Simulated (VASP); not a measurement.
# Se (P3_121) in VASP: a series of runs

The runs below take Se through single point, with PBE.

Everything below comes from runs of VASP 6.6.1. Logs are shortened: lines on timing, memory, paths and dates and some standing lists are left out, and cuts for length are marked.

### Step 1. The cell of the first run

Symmetry: P3_121, No. 152, trigonal system. Conventional cell: a = 4.520 Å, b = 4.520 Å, c = 5.045 Å, α = 90.00°, β = 90.00°, γ = 120.00°. Se (site symmetry 2) has 2 Se at 2.40 Å within 3.2 Å.

### Step 2. Single point, PBE

Contents of INCAR:

```
PREC     = Accurate       # precision mode
ENCUT    = 520            # plane-wave cutoff, eV
EDIFF    = 1E-6           # SCF threshold, eV
ISMEAR   = 1              # smearing method
SIGMA    = 0.3            # smearing width, eV
LREAL    = F              # projectors in reciprocal space
LASPH    = T              # aspherical terms in the spheres
NELM     = 80             # most SCF steps
ALGO     = Normal         # electronic algorithm
ISIF     = 2              # what is computed and relaxed
LWAVE    = F              # write WAVECAR
LCHARG   = F              # write CHGCAR
GGA      = PE             # functional
NBANDS   = 16             # bands
```

Contents of KPOINTS:

```
regular mesh
0
Gamma
  8 8 6
```

Contents of POSCAR:

```
Se
1.0
    4.5203796332      0.0000000000      0.0000000000
   -2.2601898166      3.9147635971      0.0000000000
    0.0000000000      0.0000000000      5.0453124951
Se
3
Direct
    0.2189274285      0.0000000000      0.3333333333
    1.0000000000      0.2189274285      0.6666666667
    0.7810725715      0.7810725715      0.0000000000
```

Potentials or basis: VASP PAW PBE potentials, release 64 (Se).

On the command line:

```sh
$ cat potpaw_PBE.64/Se/POTCAR > POTCAR
$ mpirun -np 1 vasp_std > vasp.out
```

OUTCAR:

```text
PREC = Accurate
   ENCUT = 520
   EDIFF = 1E-6
   ISMEAR = 1
   LREAL = F
   LASPH = T
   NELM = 80
   ISIF = 2
   GGA = PE

 ion  position               nearest neighbor table
   1  0.219  0.000  0.333-   3 2.40   2 2.40
   2  0.000  0.219  0.667-   3 2.40   1 2.40
   3  0.781  0.781  0.000-   2 2.40   1 2.40

  LATTYP: Found a hexagonal cell.
 ALAT       =     4.5203796332
 C/A-ratio  =     1.1161258355

  Lattice vectors:

 A1 = (   4.5203796332,   0.0000000000,   0.0000000000)
 A2 = (  -2.2601898166,   3.9147635971,   0.0000000000)
 A3 = (   0.0000000000,   0.0000000000,   5.0453124951)

Analysis of symmetry for initial positions (statically):
=====================================================================
 Subroutine PRICEL returns:
 Original cell was already a primitive cell.

 Routine SETGRP: Setting up the symmetry group for a
 hexagonal supercell.

 Subroutine GETGRP returns: Found  6 space group operations
 (whereof  2 operations were pure point group operations)
 out of a pool of 24 trial point group operations.

The static configuration has the point symmetry C_2 .
 The point group associated with its full space group is D_3 .

Analysis of symmetry for dynamics (positions and initial velocities):
=====================================================================
 Subroutine PRICEL returns:
 Original cell was already a primitive cell.

 Routine SETGRP: Setting up the symmetry group for a
 hexagonal supercell.

 Subroutine GETGRP returns: Found  6 space group operations
 (whereof  2 operations were pure point group operations)
 out of a pool of 24 trial point group operations.

The dynamic configuration has the point symmetry C_2 .
 The point group associated with its full space group is D_3 .

 Subroutine INISYM returns: Found  6 space group operations
 (whereof  2 operations are pure point group operations),
 and found     1 'primitive' translations

----------------------------------------------------------------------------------------

                                     Primitive cell

  volume of cell :      89.2829

  direct lattice vectors                    reciprocal lattice vectors
     4.520379633  0.000000000  0.000000000     0.221220358  0.127721633  0.000000000
    -2.260189817  3.914763597  0.000000000     0.000000000  0.255443266  0.000000000
[... 82 lines left out ...]
   LNONCOLLINEAR =      F non collinear calculations
   LSORBIT =      F    spin-orbit coupling
   LASPH  =      T    aspherical Exc in radial PAW
   ENCUT  =  520.0 eV  38.22 Ry    6.18 a.u.   8.40  8.40  9.38*2*pi/ulx,y,z
   NELM   =     80;   NELMIN=  2; NELMDL= -5     # of ELM steps
   EDIFF  = 0.1E-05   stopping-criterion for ELM
   LREAL  =      F    real-space projection
   EDIFFG = 0.1E-04   stopping-criterion for IOM
   NSW    =      0    number of steps for IOM
   IBRION =     -1    ionic relax: 0-MD 1-quasi-New 2-CG
   NFREE  =      0    steps in history (QN), initial steepest desc. (CG)
   ISIF   =      2    stress and relaxation
   ISYM   =      2    0-nonsym 1-usesym 2-fastsym
   POTIM  = 0.5000    time-step for ionic-motion
   TEBEG  =    0.0;   TEEND  =   0.0 temperature during run
   PSTRESS=    0.0 pullay stress
   NELECT =      18.0000    total number of electrons
   NUPDOWN=      -1.0000    fix difference up-down
   EMIN   =  10.00;   EMAX   =-10.00  energy-range for DOS
   EFERMI =   0.00;   METHOD = LEGACY
   ISMEAR =     1;   SIGMA  =   0.30  broadening in eV -4-tet -1-fermi 0-gaus
   EFERMI_NEDOS =   21; number of points for ismear=-14 and -15
   IALGO  =     38    algorithm
   IMIX   =      4    mixing-type and parameters
     AMIX     =   0.40;   BMIX     =  1.00
     AMIX_MAG =   1.60;   BMIX_MAG =  1.00
  volume/ion in A,a.u.               =      29.76       200.84
  Fermi-wavevector in a.u.,A,eV,Ry     =   0.959937  1.814018 12.537489  0.921479
  Thomas-Fermi vector in A             =   2.089177
   LORBIT       =      0    0 simple, 1 ext, 2 COOP (PROOUT), +10 PAW based schemes
   GGA     = PE    functional components
   LHFCALC =     F    Hartree Fock is set to
   AEXX    =    0.0000 exact exchange contribution
   IVDW    =     0    specifies the selected vdW correction
   LEPSILON=     F    determine dielectric tensor
   LRPA    =     F    only Hartree local field effects (RPA)
 non-spin polarized calculation
 Methfessel and Paxton  Order N= 1 SIGMA  =   0.30
  energy-cutoff  :      520.00
  volume of cell :       89.28
 maximum number of plane-waves:      2461
 NGX is ok and might be reduce to    36
   NGX = 17   NGY = 17   NGZ = 19

 number of electron      18.0000001 magnetization

 Free energy of the ion-electron system (eV)
  ---------------------------------------------------
  ext. energy  EPLUGINS =         0.00000000
  ---------------------------------------------------
  free energy    TOTEN  =       -10.50761308 eV

  energy without entropy =      -10.51498853  energy(sigma->0) =      -10.51007156

 E-fermi :   1.9066     XC(G=0):  -8.4308

 val. band max:        1.8405085666   @ k =   0.5000   0.0000   0.5000
 cond. band min:       2.9708485348   @ k =   0.3750   0.2500   0.5000
 fundamental gap:      1.1303399682
 Fermi energy:         1.9065752967

 k-point     1 :       0.0000    0.0000    0.0000
  band No.  band energies     occupation
      1     -13.5356      2.00000
      2      -9.7184      2.00000
      3      -9.7184      2.00000
      4      -1.8829      2.00000
      5      -1.8829      2.00000
      6      -1.5823      2.00000
[... 433 lines left out ...]
      3      -9.1883      2.00000
      4      -2.9579      2.00000
      5      -2.7511      2.00000
      6      -1.2288      2.00000
[... 8 lines left out ...]
     15      10.3657      0.00000
     16      11.2437      0.00000

 [... further k-points ...]
[... 5 lines left out ...]
  --------------------------------------------------------------------------------------
  -------------------------------------------------------------------------------------
  Total        0.0332617      0.0332617      0.0484540      0.0000000      0.0000000      0.0000000
  in kB        0.5968799      0.5968799      0.8695038      0.0000000      0.0000000      0.0000000
  external PRESSURE =       0.6877545 kB  Pullay stress =       0.0000000 kB

 VOLUME and BASIS-vectors are now :
 -----------------------------------------------------------------------------
  energy-cutoff  :      520.00
  volume of cell :       89.28
      direct lattice vectors                 reciprocal lattice vectors
     4.520379633  0.000000000  0.000000000     0.221220358  0.127721633  0.000000000
    -2.260189817  3.914763597  0.000000000     0.000000000  0.255443266  0.000000000
     0.000000000  0.000000000  5.045312495     0.000000000  0.000000000  0.198203778

 POSITION                                       TOTAL-FORCE (eV/Angst)
 -----------------------------------------------------------------------------------
      0.98964      0.00000      1.68177         0.023911      0.000000      0.000000
     -0.49482      0.85705      3.36354        -0.011956      0.020708     -0.000000
      1.76537      3.05771      0.00000        -0.011956     -0.020708      0.000000
 -----------------------------------------------------------------------------------
    total drift:                                0.000000      0.000001     -0.000000

  FREE ENERGIE OF THE ION-ELECTRON SYSTEM (eV)
  ---------------------------------------------------
  free  energy   TOTEN  =       -10.5076130782 eV

  energy  without entropy=      -10.5149885274  energy(sigma->0) =      -10.51007156
```

Wall time 62 s (1 thread of Intel Xeon Platinum 8375C at 2.90GHz (Ice Lake), shared host); peak memory 0.24 GiB.

Results:

* Free energy: -10.5076 eV
* Pressure: 0.1 GPa
* Largest force: 0.024 eV/Å
* Band gap on the k mesh: 1.13 eV (least direct gap 1.22 eV)

Forces in eV/Å, atoms in the order of the input:
```
Se   0.024  0.000  0.000
Se  -0.012  0.021  0.000
Se  -0.012 -0.021  0.000
```

### Step 3. Single point, PBE

Contents of INCAR:

```
SYSTEM = Se
PREC = Accurate
ENCUT = 520
EDIFF = 1E-6
ISMEAR = 1
SIGMA = 0.6
LREAL = .False.
LASPH = .True.
NELM = 60
ALGO = Normal
ISIF = 2
LWAVE = .False.
LCHARG = .False.
GGA = PE
NBANDS = 16
```

Contents of KPOINTS:

```
regular mesh
0
Gamma
  8 8 6
  0 0 0
```

POSCAR is that of step 2.

Potentials or basis: VASP PAW PBE potentials, release 64 (Se).

On the command line:

```sh
$ cat potpaw_PBE.64/Se/POTCAR > POTCAR
$ mpirun -np 1 vasp_std > vasp.out
```

It took 57 s on 1 thread of Intel Xeon Platinum 8375C at 2.90GHz (Ice Lake), shared host; peak memory 0.23 GiB.

Results (log left out):

* Free energy: -10.4913 eV
* Pressure: 0.0 GPa
* Largest force: 0.017 eV/Å
* Band gap on the k mesh: 1.13 eV (least direct gap 1.22 eV)

Forces on the atoms (eV/Å):
```
Se   0.017  0.000  0.000
Se  -0.009  0.015  0.000
Se  -0.009 -0.015  0.000
```

Levels at points of the mesh, in eV from the valence-band top:
| k point | band 7 | band 8 | band 9 | band 10 | band 11 | band 12 |
| --- | --- | --- | --- | --- | --- | --- |
| (0.00, 0.00, 0.00) | -1.85 | -1.85 | -0.31 | 1.93 | 1.93 | 2.30 |
| (0.50, 0.00, 0.00) | -2.59 | -1.69 | -0.86 | 2.00 | 2.42 | 3.85 |
| (0.00, 0.00, 0.50) | -1.32 | -1.32 | -0.95 | 1.34 | 1.38 | 1.38 |
| (0.50, 0.00, 0.50) | -1.58 | -1.12 | 0.00 | 1.55 | 2.64 | 2.93 |

Caveat: so wide a smearing shifts energies and pressures. A k mesh can miss the band edges.
